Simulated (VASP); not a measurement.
# B (Pm-3m) in VASP: a series of runs, part 2 of 2

VASP 6.6.1. Earlier steps stand in the parts before.

## Step 3: Relaxation of cell and atoms, RPBE

This run uses another cell than the first one, of 7.08 Å³/atom, 0.930 times its volume.

The input, INCAR:

```
SYSTEM = B
PREC     = Accurate       ! precision mode
ENCUT    = 500            ! plane-wave cutoff, eV
EDIFF    = 1E-7           ! SCF threshold, eV
ISMEAR   = -1             ! smearing method
SIGMA    = 0.1            ! smearing width, eV
LREAL    = .FALSE.        ! projectors in reciprocal space
LASPH    = .TRUE.         ! aspherical terms in the spheres
NELM     = 120            ! most SCF steps
ALGO     = Normal         ! electronic algorithm
ISIF     = 3              ! what is computed and relaxed
LWAVE    = .FALSE.        ! write WAVECAR
LCHARG   = .FALSE.        ! write CHGCAR
GGA      = RP             ! functional
IBRION   = 2              ! ionic algorithm
NSW      = 80             ! ionic steps
EDIFFG   = -0.01          ! ionic threshold
GGA_COMPAT= .FALSE.      
NELMIN   = 4
```

The input, KPOINTS:

```
Automatic mesh
0
G
  16 16 16
  0 0 0
```

The input, POSCAR:

```
B
1.0
    1.9200471483      0.0000000000      0.0000000000
    0.0000000000      1.9200471483      0.0000000000
    0.0000000000      0.0000000000      1.9200471483
B
1
Direct
    0.0000000000      0.0000000000      0.0000000000
```

Potentials or basis: VASP PAW PBE potentials, release 64 (B).

Started as:

```console
> cat potpaw_PBE.64/B/POTCAR > POTCAR
> mpirun -np 1 vasp_std > vasp.out
```

OUTCAR:

```text
SYSTEM = B
   PREC = Accurate
   ENCUT = 500
   EDIFF = 1E-7
   ISMEAR = -1
   LREAL = .FALSE.
   LASPH = .TRUE.
   NELM = 120
   ISIF = 3
   GGA = RP
   IBRION = 2
   NSW = 80
   EDIFFG = -0.01
   NELMIN = 4

 ion  position               nearest neighbor table
   1  0.000  0.000  0.000-

  LATTYP: Found a simple cubic cell.
 ALAT       =     1.9200471483

  Lattice vectors:

 A1 = (   1.9200471483,   0.0000000000,   0.0000000000)
 A2 = (   0.0000000000,   1.9200471483,   0.0000000000)
 A3 = (   0.0000000000,   0.0000000000,   1.9200471483)

Analysis of symmetry for initial positions (statically):
=====================================================================
 Subroutine PRICEL returns:
 Original cell was already a primitive cell.

 Routine SETGRP: Setting up the symmetry group for a
 simple cubic supercell.

 Subroutine GETGRP returns: Found 48 space group operations
 (whereof 48 operations were pure point group operations)
 out of a pool of 48 trial point group operations.

The static configuration has the point symmetry O_h .

Analysis of symmetry for dynamics (positions and initial velocities):
=====================================================================
 Subroutine PRICEL returns:
 Original cell was already a primitive cell.

 Routine SETGRP: Setting up the symmetry group for a
 simple cubic supercell.

 Subroutine GETGRP returns: Found 48 space group operations
 (whereof 48 operations were pure point group operations)
 out of a pool of 48 trial point group operations.

The dynamic configuration has the point symmetry O_h .

 Subroutine INISYM returns: Found 48 space group operations
 (whereof 48 operations are pure point group operations),
[... 112 lines left out ...]
   IMIX   =      4    mixing-type and parameters
     AMIX     =   0.40;   BMIX     =  1.00
     AMIX_MAG =   1.60;   BMIX_MAG =  1.00
  volume/ion in A,a.u.               =       7.08        47.77
  Fermi-wavevector in a.u.,A,eV,Ry     =   1.229712  2.323818 20.574611  1.512191
  Thomas-Fermi vector in A             =   2.364588
   LORBIT       =      0    0 simple, 1 ext, 2 COOP (PROOUT), +10 PAW based schemes
   GGA     = RP    functional components
   LHFCALC =     F    Hartree Fock is set to
   AEXX    =    0.0000 exact exchange contribution
   IVDW    =     0    specifies the selected vdW correction
   LEPSILON=     F    determine dielectric tensor
   LRPA    =     F    only Hartree local field effects (RPA)
 conjugate gradient relaxation of ions
 non-spin polarized calculation
  energy-cutoff  :      500.00
  volume of cell :        7.08
 maximum number of plane-waves:       192
   NGX =  7   NGY =  7   NGZ =  7

--------------------------------------- Ionic step        1  -------------------------------------------

 number of electron       3.0000000 magnetization

 Free energy of the ion-electron system (eV)
  ---------------------------------------------------
  ext. energy  EPLUGINS =         0.00000000
  ---------------------------------------------------
  free energy    TOTEN  =        -5.31952925 eV

  energy without entropy =       -5.31240946  energy(sigma->0) =       -5.31596935

------------------------ aborting loop because EDIFF is reached ----------------------------------------

  FORCE on cell =-STRESS in cart. coord.  units (eV):
  Direction    XX          YY          ZZ          XY          YZ          ZX
  --------------------------------------------------------------------------------------
  -------------------------------------------------------------------------------------
  Total       -0.3876315     -0.3876315     -0.3876315     -0.0000000      0.0000000     -0.0000000
  in kB      -87.7392514    -87.7392514    -87.7392514     -0.0000000      0.0000000     -0.0000000
  external PRESSURE =     -87.7392514 kB  Pullay stress =       0.0000000 kB
[... 57 lines left out ...]
--------------------------------------- Ionic step        3  -------------------------------------------

 number of electron       3.0000000 magnetization

 Free energy of the ion-electron system (eV)
  ---------------------------------------------------
  ext. energy  EPLUGINS =         0.00000000
  ---------------------------------------------------
  free energy    TOTEN  =        -5.32769553 eV

  energy without entropy =       -5.32100703  energy(sigma->0) =       -5.32435128

 E-fermi :   7.0245     XC(G=0): -12.3220

 val. band max:        6.9732540426   @ k =   0.3750   0.3125   0.1250
 cond. band min:       7.0556048902   @ k =   0.3750   0.2500   0.1875
 fundamental gap:      0.0823508476
 Fermi energy:         7.0244984060

 k-point     1 :       0.0000    0.0000    0.0000
  band No.  band energies     occupation
      1      -8.7301      2.00000
      2      20.5631      0.00000
      3      20.5631      0.00000
      4      20.5631      0.00000
      5      30.7619      0.00000
[... 177 lines left out ...]
 k-point    24 :       0.5000    0.1250    0.0000
  band No.  band energies     occupation
      1      -0.5809      2.00000
      2       1.1159      2.00000
      3      21.7385      0.00000
      4      24.8058      0.00000
      5      31.5759      0.00000

 [... further k-points ...]
[... 5 lines left out ...]
  --------------------------------------------------------------------------------------
  -------------------------------------------------------------------------------------
  Total        0.0006678      0.0006678      0.0006678      0.0000000     -0.0000000      0.0000000
  in kB        0.1575799      0.1575799      0.1575799      0.0000000     -0.0000000      0.0000000
  external PRESSURE =       0.1575799 kB  Pullay stress =       0.0000000 kB
[... 16 lines left out ...]
  FREE ENERGIE OF THE ION-ELECTRON SYSTEM (eV)
  ---------------------------------------------------
  free  energy   TOTEN  =        -5.3276955301 eV

  energy  without entropy=       -5.3210070270  energy(sigma->0) =       -5.32435128

 reached required accuracy - stopping structural energy minimisation
```

OSZICAR:

```text
N       E                     dE             d eps       ncg     rms          rms(c)
DAV:   1    -0.216483616662E+01   -0.21648E+01   -0.14896E+03  1730   0.458E+02
DAV:   2    -0.530618169525E+01   -0.31413E+01   -0.28413E+01  2160   0.545E+01
DAV:   3    -0.532511058568E+01   -0.18929E-01   -0.18899E-01  1840   0.417E+00
[... 14 lines left out ...]
       N       E                     dE             d eps       ncg     rms          rms(c)
DAV:   1    -0.532780069941E+01   -0.12064E-02   -0.13955E-02  1750   0.139E+00    0.742E-02
DAV:   2    -0.532773373064E+01    0.66969E-04   -0.25882E-05  1830   0.598E-02    0.430E-02
DAV:   3    -0.532769559829E+01    0.38132E-04   -0.34672E-05  1775   0.536E-02    0.296E-03
DAV:   4    -0.532769553014E+01    0.68152E-07   -0.33648E-08  1485   0.243E-03
   3 F= -.53276955E+01 E0= -.53243513E+01  d E =-.816628E-02
```

CONTCAR:

```text
B
   1.00000000000000
     1.8935820988560423   -0.0000000000000000   -0.0000000000000000
    -0.0000000000000000    1.8935820988560423   -0.0000000000000000
     0.0000000000000000    0.0000000000000000    1.8935820988560423
  B
     1
Direct
     0.0000000000000000    0.0000000000000000    0.0000000000000000

  0.00000000E+00  0.00000000E+00  0.00000000E+00
```

It took 7.7 s on 1 thread of Intel Xeon Platinum 8259CL at 2.50GHz (Skylake/Cascade Lake), shared host; peak memory 0.11 GiB.

What came out:

| Property | Result |
| --- | --- |
| Free energy | -5.3277 eV |
| Relaxed volume | 6.79 Å³/atom |
| Relaxed cell | a = 1.894 Å, b = 1.894 Å, c = 1.894 Å, α = 90.00°, β = 90.00°, γ = 90.00° |
| Space group after relaxing (to 0.05 Å) | Pm-3m (No. 221) |
| Energy gained by relaxing | 8.2 meV/atom |
| Ionic steps | 3 |
| Pressure after relaxing | 0.0 GPa |

Step by step:
```csv
step,energy change (eV),largest force (eV/Å),pressure (GPa),volume (Å³)
1,0.0000,0.0000,-8.77,7.08
2,-0.0071,0.0000,3.54,6.69
3,-0.0082,0.0000,0.02,6.79
```

Final structure:
```yaml
crystal:
  lattice:
    - [1.89358, 0.00000, 0.00000]
    - [0.00000, 1.89358, 0.00000]
    - [0.00000, 0.00000, 1.89358]
  atoms:
    - { symbol: B, position: [0.00000, 0.00000, 0.00000] }
```

Levels at points of the mesh, in eV from the Fermi level:
| k point | band 1 | band 2 | band 3 | band 4 | band 5 |
| --- | --- | --- | --- | --- | --- |
| (0.00, 0.00, 0.00) | -15.75 | 13.54 | 13.54 | 13.54 | 23.74 |
| (0.50, 0.00, 0.00) | -8.18 | -6.30 | 17.40 | 17.40 | 29.76 |
| (0.50, 0.50, 0.00) | -1.94 | -1.94 | 4.09 | 8.05 | 20.56 |
| (0.50, 0.50, 0.50) | 3.40 | 3.40 | 3.40 | 16.37 | 16.37 |

Caveat: the PAW data sets were made with another functional, which shifts forces and pressure a little.

## Step 4: Single point, RPBE

This run uses another cell than the first one, of 6.79 Å³/atom, 0.893 times its volume.

The input, INCAR:

```
PREC = Accurate
ENCUT = 500
EDIFF = 1E-6
ISMEAR = -1
SIGMA = 0.1
LREAL = False
LASPH = True
NELM = 120
ALGO = Normal
ISIF = 2
LWAVE = False
LCHARG = True
GGA = RP
LELF = True
LVHAR = True
NBANDS = 8
GGA_COMPAT = False
```

The input, KPOINTS:

```
Automatic mesh
0
Gamma
  27 27 27
```

The input, POSCAR:

```
B
1.0
    1.8938651091      0.0000000000      0.0000000000
    0.0000000000      1.8938651091      0.0000000000
    0.0000000000      0.0000000000      1.8938651091
B
1
Direct
    0.0000000000      0.0000000000      0.0000000000
```

Potentials or basis: VASP PAW PBE potentials, release 64 (B).

Started as:

```console
> cat potpaw_PBE.64/B/POTCAR > POTCAR
> mpirun -np 1 vasp_std > vasp.out
```

OUTCAR:

```text
PREC = Accurate
   ENCUT = 500
   EDIFF = 1E-6
   ISMEAR = -1
   LREAL = False
   LASPH = True
   NELM = 120
   ISIF = 2
   GGA = RP

 ion  position               nearest neighbor table
   1  0.000  0.000  0.000-

  LATTYP: Found a simple cubic cell.
 ALAT       =     1.8938651091

  Lattice vectors:

 A1 = (   1.8938651091,   0.0000000000,   0.0000000000)
[... 190 lines left out ...]
      7      39.7518      0.00000
      8      59.9099      0.00000
[... 243 lines left out ...]
 k-point    24 :       0.3704    0.0370    0.0000
  band No.  band energies     occupation
      1      -4.0844      2.00000
      2       4.8139      2.00000
      3      23.2735      0.00000
      4      23.6488      0.00000
      5      36.1399      0.00000
      6      36.7615      0.00000
      7      44.6904      0.00000
      8      45.1791      0.00000

 [... further k-points ...]
[... 5 lines left out ...]
  --------------------------------------------------------------------------------------
  -------------------------------------------------------------------------------------
  Total        0.0189611      0.0189611      0.0189611     -0.0000000      0.0000000      0.0000000
  in kB        4.4722487      4.4722487      4.4722487     -0.0000000      0.0000000      0.0000000
  external PRESSURE =       4.4722487 kB  Pullay stress =       0.0000000 kB

 VOLUME and BASIS-vectors are now :
 -----------------------------------------------------------------------------
  energy-cutoff  :      500.00
  volume of cell :        6.79
      direct lattice vectors                 reciprocal lattice vectors
     1.893865109  0.000000000  0.000000000     0.528020710  0.000000000  0.000000000
     0.000000000  1.893865109  0.000000000     0.000000000  0.528020710  0.000000000
     0.000000000  0.000000000  1.893865109     0.000000000  0.000000000  0.528020710

 POSITION                                       TOTAL-FORCE (eV/Angst)
 -----------------------------------------------------------------------------------
      0.00000      0.00000      0.00000         0.000000      0.000000      0.000000
 -----------------------------------------------------------------------------------
    total drift:                               -0.000000      0.000000     -0.000000

  FREE ENERGIE OF THE ION-ELECTRON SYSTEM (eV)
  ---------------------------------------------------
  free  energy   TOTEN  =        -5.3204735617 eV

  energy  without entropy=       -5.3111207526  energy(sigma->0) =       -5.31579716
```

OSZICAR:

```text
N       E                     dE             d eps       ncg     rms          rms(c)
DAV:   1    -0.324966050204E+01   -0.32497E+01   -0.14846E+03  9856   0.285E+02
DAV:   2    -0.532605663442E+01   -0.20764E+01   -0.19331E+01 11824   0.337E+01
DAV:   3    -0.532887761819E+01   -0.28210E-02   -0.28199E-02 10408   0.132E+00
DAV:   4    -0.532887774240E+01   -0.12421E-06   -0.12310E-06 13080   0.830E-03
DAV:   5    -0.532887774163E+01    0.77249E-09   -0.32460E-11 10176   0.235E-05    0.167E+00
DAV:   6    -0.532247456413E+01    0.64032E-02   -0.20390E-03 10192   0.274E-01    0.102E+00
DAV:   7    -0.532044642056E+01    0.20281E-02   -0.35392E-03 10216   0.385E-01    0.341E-02
DAV:   8    -0.532047203758E+01   -0.25617E-04   -0.24733E-05  9760   0.397E-02    0.154E-02
DAV:   9    -0.532047350808E+01   -0.14705E-05   -0.34171E-06 11024   0.119E-02    0.211E-03
DAV:  10    -0.532047356170E+01   -0.53624E-07   -0.37528E-08  5288   0.151E-03
   1 F= -.53204736E+01 E0= -.53157972E+01  d E =-.935281E-02
```

Wall time 16 s (1 thread of Intel Xeon Platinum 8259CL at 2.50GHz (Skylake/Cascade Lake), shared host); peak memory 0.12 GiB.

Results:

```
Free energy : -5.3205 eV
Pressure    : 0.4 GPa
```

Levels at points of the mesh, in eV from the Fermi level:
```csv
k point,band 1,band 2,band 3,band 4,band 5,band 6
"(0.00, 0.00, 0.00)",-15.73,13.56,13.56,13.56,23.76,23.76
```

Caveat: the PAW data sets were made with another functional, which shifts forces and pressure a little.

## Step 5: Overview

| task | cell | k mesh | gap on the mesh (eV) | pressure (GPa) |
| --- | --- | --- | --- | --- |
| single point | a = 1.967 Å, 1 atom | 18 × 18 × 18 | none | -20.5 |
| relaxation of cell and atoms | relaxed from a = 1.920 Å, 1 atom | 16 × 16 × 16 | none | 0.0 |
| single point | a = 1.894 Å, 1 atom | 27 × 27 × 27 | none | 0.4 |

Alike in all rows: level RPBE; potentials or basis VASP PAW PBE potentials, release 64 (B); no spin polarisation; cutoff (eV) 500; smearing fermi-dirac 0.1 eV.

Caveats: the PAW data sets were made with another functional, which shifts forces and pressure a little.

Total energies depend on the potentials used, so only differences within one code and one set of settings carry meaning.
